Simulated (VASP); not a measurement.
# H (a cell with a defect) in VASP: notebook, part 2 of 2

VASP 6.6.1.

**3. Single point, PBE**

File INCAR:

```
SYSTEM = H
PREC = Accurate
ENCUT = 520
EDIFF = 1E-7
ISMEAR = -4
SIGMA = 0.05
LREAL = Auto
LASPH = .True.
NELM = 60
ALGO = Normal
ISIF = 2
LWAVE = .False.
LCHARG = .True.
GGA = PE
LELF = .True.
LVHAR = .True.
NBANDS = 20
```

File KPOINTS:

```
Automatic mesh
0
Gamma
  4 4 4
  0 0 0
```

File POSCAR:

```
H
1.0
   -3.7097337092     -3.7097337092      4.5711314382
   -3.7097337092      3.7097337092     -4.5711314382
    3.7097337092     -3.7097337092     -4.5711314382
H
15
Direct
   -0.1807221142     -0.0670337329     -0.0670337329
    0.5000000000      0.6136883813     -0.0670337329
    0.0000000000      0.5594006583      0.0594006583
    0.5000000000     -0.0670337329      0.6136883813
    0.0000000000      0.0594006583      0.5594006583
    0.5000000000      0.4989600243      0.4989600243
    0.1807221142      0.6136883813      0.6136883813
    0.5000000000      0.4166793164      0.4166793164
    0.0347524103      0.5454072179      0.5454072179
    0.5000000000      1.0106548076      0.5454072179
    0.0000000000      0.9773107215      0.4773107215
    0.5000000000      0.5454072179      1.0106548076
    0.0000000000      0.4773107215      0.9773107215
    0.5000000000      0.7644501179      0.7644501179
   -0.0347524103      1.0106548076      1.0106548076
```

Potentials or basis: VASP PAW PBE potentials, release 64 (H).

On the command line:

```console
$ cat potpaw_PBE.64/H/POTCAR > POTCAR
$ mpirun -np 1 vasp_std > vasp.out
```

OUTCAR:

```text
SYSTEM = H
   PREC = Accurate
   ENCUT = 520
   EDIFF = 1E-7
   ISMEAR = -4
   LREAL = Auto
   LASPH = .True.
   NELM = 60
   ISIF = 2
   GGA = PE

 ion  position               nearest neighbor table
   1  0.819  0.933  0.933-  15 0.77
   2  0.500  0.614  0.933-  12 0.77
   3  0.000  0.559  0.059-  13 0.75
   4  0.500  0.933  0.614-  10 0.77
   5  0.000  0.059  0.559-  11 0.75
   6  0.500  0.499  0.499-   8 0.75
   7  0.181  0.614  0.614-   9 0.77
   8  0.500  0.417  0.417-   6 0.75
   9  0.035  0.545  0.545-   7 0.77
  10  0.500  0.011  0.545-   4 0.77
  11  0.000  0.977  0.477-   5 0.75
  12  0.500  0.545  0.011-   2 0.77
  13  0.000  0.477  0.977-   3 0.75
  14  0.500  0.764  0.764-
  15  0.965  0.011  0.011-   1 0.77

  LATTYP: Found a body centered tetragonal cell.
 ALAT       =     7.4194674184
 C/A-ratio  =     1.2321993427

  Lattice vectors:

 A1 = (   3.7097337092,  -3.7097337092,   4.5711314382)
 A2 = (  -3.7097337092,   3.7097337092,   4.5711314382)
 A3 = (  -3.7097337092,  -3.7097337092,  -4.5711314382)

Analysis of symmetry for initial positions (statically):
=====================================================================
 Subroutine PRICEL returns:
 Original cell was already a primitive cell.

 Routine SETGRP: Setting up the symmetry group for a
 body centered tetragonal supercell.

 Subroutine GETGRP returns: Found  8 space group operations
 (whereof  2 operations were pure point group operations)
 out of a pool of 16 trial point group operations.

The static configuration has the point symmetry C_1h.
 The point group associated with its full space group is C_4v.

Analysis of symmetry for dynamics (positions and initial velocities):
[... 160 lines left out ...]
 Fermi weights with tetrahedron method witout Bloechl corrections
  energy-cutoff  :      520.00
  volume of cell :      251.63
 maximum number of plane-waves:      6805
 NGX is ok and might be reduce to    54
   NGX = 25   NGY = 25   NGZ = 25

 number of electron      14.9999999 magnetization

 Free energy of the ion-electron system (eV)
  ---------------------------------------------------
  ext. energy  EPLUGINS =         0.00000000
  ---------------------------------------------------
  free energy    TOTEN  =       -47.74590616 eV

  energy without entropy =      -47.74590616  energy(sigma->0) =      -47.74590616

 E-fermi :  -4.7742     XC(G=0):  -4.4426

 val. band max:       -4.7757002219   @ k =   0.2500   0.5000  -0.0000
 cond. band min:      -4.7589478647   @ k =   0.5000  -0.2500   0.2500
 fundamental gap:      0.0167523572
 Fermi energy:        -4.7742167186

 k-point     1 :       0.0000    0.0000    0.0000
  band No.  band energies     occupation
      1     -10.9419      2.00000
      2      -9.5250      2.00000
      3      -9.5250      2.00000
      4      -9.3358      2.00000
      5      -9.2423      2.00000
      6      -9.2168      2.00000
[... 262 lines left out ...]
      5      -9.3187      2.00000
      6      -9.1898      2.00000
[... 11 lines left out ...]
     18       3.9760      0.00000
     19       4.1920      0.00000
 [bands above 19 left out]

------------------------ aborting loop because EDIFF is reached ----------------------------------------

  FORCE on cell =-STRESS in cart. coord.  units (eV):
  Direction    XX          YY          ZZ          XY          YZ          ZX
  --------------------------------------------------------------------------------------
  -------------------------------------------------------------------------------------
  Total       -0.3320199     -0.3320199     -0.2560541      0.0000000      0.0000000      0.0000000
  in kB       -2.1140026     -2.1140026     -1.6303213      0.0000000      0.0000000      0.0000000
  external PRESSURE =      -1.9527755 kB  Pullay stress =       0.0000000 kB

 VOLUME and BASIS-vectors are now :
 -----------------------------------------------------------------------------
  energy-cutoff  :      520.00
  volume of cell :      251.63
      direct lattice vectors                 reciprocal lattice vectors
    -3.709733709 -3.709733709  4.571131438    -0.134780564 -0.134780564  0.000000000
    -3.709733709  3.709733709 -4.571131438    -0.134780564  0.000000000 -0.109382110
     3.709733709 -3.709733709 -4.571131438     0.000000000 -0.134780564 -0.109382110

 POSITION                                       TOTAL-FORCE (eV/Angst)
 -----------------------------------------------------------------------------------
     -3.03930     -3.03930     -4.78440        -0.005570     -0.005570      0.002030
     -0.67043     -3.03930     -4.78440         0.005570     -0.005570      0.002030
     -1.85487      1.85487     -2.82862         0.000000     -0.000000      0.008999
     -3.03930     -0.67043     -4.78440        -0.005570      0.005570      0.002030
      1.85487     -1.85487     -2.82862        -0.000000      0.000000      0.008999
     -1.85487     -1.85487     -2.27606         0.000000      0.000000      0.014746
     -0.67043     -0.67043     -4.78440         0.005570      0.005570      0.002030
     -1.85487     -1.85487     -1.52383         0.000000      0.000000     -0.014482
     -0.12892     -0.12892     -4.82740        -0.006761     -0.006761     -0.000104
      0.12892     -3.83866     -0.25627         0.006761     -0.006761     -0.000104
     -1.85487      1.85487     -6.64927         0.000000      0.000000     -0.013398
     -3.83866      0.12892     -0.25627        -0.006761      0.006761     -0.000104
      1.85487     -1.85487     -6.64927         0.000000      0.000000     -0.013398
     -1.85487     -1.85487     -4.70324         0.000000      0.000000      0.000829
     -3.58081     -3.58081      4.31486         0.006761      0.006761     -0.000104
 -----------------------------------------------------------------------------------
    total drift:                               -0.000000     -0.000000     -0.000070

  FREE ENERGIE OF THE ION-ELECTRON SYSTEM (eV)
  ---------------------------------------------------
  free  energy   TOTEN  =       -47.7459061570 eV

  energy  without entropy=      -47.7459061570  energy(sigma->0) =      -47.74590616
```

Run time: 2 min. Hardware: 1 thread of Intel Xeon Platinum 8259CL at 2.50GHz (Skylake/Cascade Lake), shared host; peak memory 0.38 GiB.

Results:

```
Free energy            : -47.7459 eV
Pressure               : -0.2 GPa
Largest force          : 0.015 eV/Å
Band gap on the k mesh : zero (an odd number of electrons rules out a gap without spin polarisation)
```

Forces on the atoms (eV/Å):
```
H   -0.006 -0.006  0.002
H    0.006 -0.006  0.002
H    0.000  0.000  0.009
H   -0.006  0.006  0.002
H    0.000  0.000  0.009
H    0.000  0.000  0.015
H    0.006  0.006  0.002
H    0.000  0.000 -0.014
H   -0.007 -0.007  0.000
H    0.007 -0.007  0.000
H    0.000  0.000 -0.013
H   -0.007  0.007  0.000
H    0.000  0.000 -0.013
H    0.000  0.000  0.001
H    0.007  0.007  0.000
```

Caveat: tetrahedron occupations give inexact forces and stress in metals.

**4. Relaxation of the atoms, PBE (atoms taken out)**

File INCAR:

```
SYSTEM = H
ALGO     = Normal         ! electronic algorithm
EDIFF    = 1E-6           ! SCF threshold, eV
EDIFFG   = -0.02          ! ionic threshold
ENCUT    = 520            ! plane-wave cutoff, eV
GGA      = PE             ! functional
IBRION   = 2              ! ionic algorithm
ISIF     = 2              ! what is computed and relaxed
ISMEAR   = 0              ! smearing method
LASPH    = .TRUE.         ! aspherical terms in the spheres
LCHARG   = .FALSE.        ! write CHGCAR
LREAL    = Auto         
LWAVE    = .FALSE.        ! write WAVECAR
NELM     = 100            ! most SCF steps
NSW      = 70             ! ionic steps
PREC     = Accurate       ! precision mode
SIGMA    = 0.05           ! smearing width, eV
```

File KPOINTS:

```
k-points
0
G
  4 4 4
  0 0 0
```

File POSCAR:

```
H
1.0
   -3.7097337092     -3.7097337092      4.5711314382
   -3.7097337092      3.7097337092     -4.5711314382
    3.7097337092     -3.7097337092     -4.5711314382
H
15
Direct
    0.0000000000      0.0410544340      0.0410544340
    0.5000000000      0.5410544340      0.0410544340
    0.0000000000      0.5410544340      0.0410544340
    0.5000000000      0.0410544340      0.5410544340
    0.0000000000      0.0410544340      0.5410544340
    0.5000000000      0.5410544340      0.5410544340
    0.0000000000      0.5410544340      0.5410544340
    0.5000000000      0.4589455660      0.4589455660
    0.0000000000      0.4589455660      0.4589455660
    0.5000000000      0.9589455660      0.4589455660
    0.0000000000      0.9589455660      0.4589455660
    0.5000000000      0.4589455660      0.9589455660
    0.0000000000      0.4589455660      0.9589455660
    0.5000000000      0.9589455660      0.9589455660
    0.0000000000      0.9589455660      0.9589455660
```

Potentials or basis: VASP PAW PBE potentials, release 64 (H).

On the command line:

```console
$ cat potpaw_PBE.64/H/POTCAR > POTCAR
$ mpirun -np 1 vasp_std > vasp.out
```

OUTCAR:

```text
SYSTEM = H
   EDIFF = 1E-6
   EDIFFG = -0.02
   ENCUT = 520
   GGA = PE
   IBRION = 2
   ISIF = 2
   ISMEAR = 0
   LASPH = .TRUE.
   LREAL = Auto
   NELM = 100
   NSW = 70
   PREC = Accurate

 ion  position               nearest neighbor table
   1  0.000  0.041  0.041-  15 0.75
   2  0.500  0.541  0.041-  12 0.75
   3  0.000  0.541  0.041-  13 0.75
   4  0.500  0.041  0.541-  10 0.75
   5  0.000  0.041  0.541-  11 0.75
   6  0.500  0.541  0.541-   8 0.75
   7  0.000  0.541  0.541-   9 0.75
   8  0.500  0.459  0.459-   6 0.75
   9  0.000  0.459  0.459-   7 0.75
  10  0.500  0.959  0.459-   4 0.75
  11  0.000  0.959  0.459-   5 0.75
  12  0.500  0.459  0.959-   2 0.75
  13  0.000  0.459  0.959-   3 0.75
  14  0.500  0.959  0.959-
  15  0.000  0.959  0.959-   1 0.75

  LATTYP: Found a body centered tetragonal cell.
 ALAT       =     7.4194674184
 C/A-ratio  =     1.2321993427

  Lattice vectors:

 A1 = (   3.7097337092,  -3.7097337092,   4.5711314382)
 A2 = (  -3.7097337092,   3.7097337092,   4.5711314382)
 A3 = (  -3.7097337092,  -3.7097337092,  -4.5711314382)

Analysis of symmetry for initial positions (statically):
=====================================================================
 Subroutine PRICEL returns:
 Original cell was already a primitive cell.

 Routine SETGRP: Setting up the symmetry group for a
 body centered tetragonal supercell.

 Subroutine GETGRP returns: Found  8 space group operations
 (whereof  2 operations were pure point group operations)
 out of a pool of 16 trial point group operations.

The static configuration has the point symmetry C_1h.
[... 174 lines left out ...]
  ---------------------------------------------------
  free energy    TOTEN  =       -47.59316284 eV

  energy without entropy =      -47.56923545  energy(sigma->0) =      -47.58119914

 E-fermi :  -5.4606     XC(G=0):  -4.5910

 val. band max:       -5.4643736613   @ k =   0.2500   0.2500  -0.0000
 cond. band min:      -5.4603327321   @ k =   0.2500  -0.2500   0.2500
 fundamental gap:      0.0040409292
 Fermi energy:        -5.4605537930

 k-point     1 :       0.0000    0.0000    0.0000
  band No.  band energies     occupation
      1     -10.1731      2.00000
      2      -9.3403      2.00000
      3      -9.3242      2.00000
      4      -9.3242      2.00000
      5      -9.2294      2.00000
      6      -9.1906      2.00000
      7      -8.9204      2.00000
      8      -5.3864      0.03599
      9       0.4220      0.00000
     10       0.4335      0.00000
     11       0.4335      0.00000
     12       0.7758      0.00000
     13       1.6007      0.00000
     14       1.9511      0.00000
[... 203 lines left out ...]
      2      -9.5227      2.00000
      3      -9.4159      2.00000
      4      -9.4003      2.00000
      5      -9.4003      2.00000
      6      -9.2163      2.00000
      7      -9.1357      2.00000
      8      -5.5135      1.86561
      9       1.2469      0.00000
     10       1.4453      0.00000
     11       2.2618      0.00000
     12       2.2891      0.00000
     13       2.2891      0.00000
     14       2.3835      0.00000
     15       2.5385      0.00000

------------------------ aborting loop because EDIFF is reached ----------------------------------------

  FORCE on cell =-STRESS in cart. coord.  units (eV):
  Direction    XX          YY          ZZ          XY          YZ          ZX
  --------------------------------------------------------------------------------------
  -------------------------------------------------------------------------------------
  Total       -0.2517818     -0.2517818     -0.2888253      0.0000000     -0.0000000      0.0000000
  in kB       -1.6031190     -1.6031190     -1.8389782      0.0000000     -0.0000000      0.0000000
  external PRESSURE =      -1.6817388 kB  Pullay stress =       0.0000000 kB

 VOLUME and BASIS-vectors are now :
 -----------------------------------------------------------------------------
  energy-cutoff  :      520.00
  volume of cell :      251.63
      direct lattice vectors                 reciprocal lattice vectors
    -3.709733709 -3.709733709  4.571131438    -0.134780564 -0.134780564  0.000000000
    -3.709733709  3.709733709 -4.571131438    -0.134780564  0.000000000 -0.109382110
     3.709733709 -3.709733709 -4.571131438     0.000000000 -0.134780564 -0.109382110

 POSITION                                       TOTAL-FORCE (eV/Angst)
 -----------------------------------------------------------------------------------
      0.00000      0.00000     -0.37533         0.005806      0.005806     -0.008320
     -3.70973      0.00000     -0.37533        -0.005806      0.005806     -0.008320
     -1.85487      1.85487     -2.66090         0.000000     -0.000000      0.004992
      0.00000     -3.70973     -0.37533         0.005806     -0.005806     -0.008320
      1.85487     -1.85487     -2.66090        -0.000000      0.000000      0.004992
     -1.85487     -1.85487     -2.66090        -0.000000     -0.000000      0.004138
      0.00000      0.00000     -4.94646        -0.005806     -0.005806     -0.008320
     -1.85487     -1.85487     -1.91024        -0.000000     -0.000000     -0.004272
      0.00000      0.00000     -4.19580         0.004442      0.004442      0.008964
     -3.70973      0.00000     -4.19580        -0.004442      0.004442      0.008964
     -1.85487      1.85487     -6.48137        -0.000000     -0.000000     -0.005343
      0.00000     -3.70973     -4.19580         0.004442     -0.004442      0.008964
      1.85487     -1.85487     -6.48137        -0.000000     -0.000000     -0.005343
     -1.85487     -1.85487     -6.48137        -0.000000     -0.000000     -0.001742
      0.00000      0.00000     -8.76693        -0.004442     -0.004442      0.008964
 -----------------------------------------------------------------------------------
    total drift:                               -0.000000     -0.000000      0.000456

  FREE ENERGIE OF THE ION-ELECTRON SYSTEM (eV)
  ---------------------------------------------------
  free  energy   TOTEN  =       -47.5931628371 eV

  energy  without entropy=      -47.5692354461  energy(sigma->0) =      -47.58119914

 reached required accuracy - stopping structural energy minimisation
```

OSZICAR:

```text
N       E                     dE             d eps       ncg     rms          rms(c)
DAV:   1     0.484443079183E+01    0.48444E+01   -0.42778E+03   390   0.663E+02
DAV:   2    -0.468089732322E+02   -0.51653E+02   -0.50699E+02   516   0.114E+02
DAV:   3    -0.519120029241E+02   -0.51030E+01   -0.50808E+01   516   0.376E+01
DAV:   4    -0.519503528722E+02   -0.38350E-01   -0.38287E-01   467   0.423E+00
DAV:   5    -0.519506125924E+02   -0.25972E-03   -0.25971E-03   488   0.333E-01    0.117E+01
DAV:   6    -0.490120168735E+02    0.29386E+01   -0.12376E+00   404   0.521E+00    0.639E+00
DAV:   7    -0.475649728020E+02    0.14470E+01   -0.28355E+00   460   0.823E+00    0.763E-01
DAV:   8    -0.476049536794E+02   -0.39981E-01   -0.81173E-02   432   0.154E+00    0.554E-01
DAV:   9    -0.475930905662E+02    0.11863E-01   -0.18473E-02   509   0.670E-01    0.739E-02
DAV:  10    -0.475931325599E+02   -0.41994E-04   -0.49681E-04   446   0.140E-01    0.245E-02
DAV:  11    -0.475931618340E+02   -0.29274E-04   -0.11014E-04   474   0.804E-02    0.876E-03
DAV:  12    -0.475931632573E+02   -0.14233E-05   -0.60150E-06   474   0.214E-02    0.677E-03
DAV:  13    -0.475931628371E+02    0.42023E-06   -0.19601E-06   424   0.984E-03
   1 F= -.47593163E+02 E0= -.47581199E+02  d E =-.475932E+02
```

Wall time 79 s (1 thread of Intel Xeon Platinum 8259CL at 2.50GHz (Skylake/Cascade Lake), shared host); peak memory 0.37 GiB.

What came out:

| Item | Value |
| --- | --- |
| Free energy | -47.5932 eV |
| Pressure after relaxing | -0.2 GPa |
| Largest force after relaxing | 0.012 eV/Å |
| Band gap on the k mesh | zero (an odd number of electrons rules out a gap without spin polarisation) |

Forces on the atoms (eV/Å):
```
H    0.006  0.006 -0.008
H   -0.006  0.006 -0.008
H    0.000  0.000  0.005
H    0.006 -0.006 -0.008
H    0.000  0.000  0.005
H    0.000  0.000  0.004
H   -0.006 -0.006 -0.008
H    0.000  0.000 -0.004
H    0.004  0.004  0.009
H   -0.004  0.004  0.009
H    0.000  0.000 -0.005
H    0.004 -0.004  0.009
H    0.000  0.000 -0.005
H    0.000  0.000 -0.002
H   -0.004 -0.004  0.009
```

Final structure:
```cif
data_structure
_symmetry_space_group_name_H-M 'P 1'
_symmetry_Int_Tables_number 1
_cell_length_a 6.9584
_cell_length_b 6.9584
_cell_length_c 6.9584
_cell_angle_alpha 97.869
_cell_angle_beta 115.566
_cell_angle_gamma 115.566
_cell_volume 251.63
loop_
_atom_site_label
_atom_site_type_symbol
_atom_site_fract_x
_atom_site_fract_y
_atom_site_fract_z
_atom_site_occupancy
H1 H 0.00000 0.04105 0.04105 1
H2 H 0.50000 0.54105 0.04105 1
H3 H 0.00000 0.54105 0.04105 1
H4 H 0.50000 0.04105 0.54105 1
H5 H 0.00000 0.04105 0.54105 1
H6 H 0.50000 0.54105 0.54105 1
H7 H 0.00000 0.54105 0.54105 1
H8 H 0.50000 0.45895 0.45895 1
H9 H 0.00000 0.45895 0.45895 1
H10 H 0.50000 0.95895 0.45895 1
H11 H 0.00000 0.95895 0.45895 1
H12 H 0.50000 0.45895 0.95895 1
H13 H 0.00000 0.45895 0.95895 1
H14 H 0.50000 0.95895 0.95895 1
H15 H 0.00000 0.95895 0.95895 1
```

Caveat: the cell differs from its parent crystal (atoms taken out); the relaxation stopped at its first step, so nothing moved.

**5. The runs side by side**

| task | cell | smearing | gap on the mesh (eV) | pressure (GPa) | largest force (eV/Å) |
| --- | --- | --- | --- | --- | --- |
| single point | as given, atomic positions A | gaussian 0.05 eV | none | -0.2 | 0.01 |
| single point | as given, atomic positions A | tetrahedron | none | -0.2 | 0.01 |
| relaxation of the atoms | atoms relaxed, atomic positions B | gaussian 0.05 eV | none | -0.2 | 0.01 |

Alike in all rows: level PBE; potentials or basis VASP PAW PBE potentials, release 64 (H); no spin polarisation; k mesh 4 × 4 × 4; cutoff (eV) 520.

Caveats: tetrahedron occupations give inexact forces and stress in metals (at least some runs); the relaxation stopped at its first step, so nothing moved (at least some runs).

Absolute energies hang on the potentials; compare differences alone.
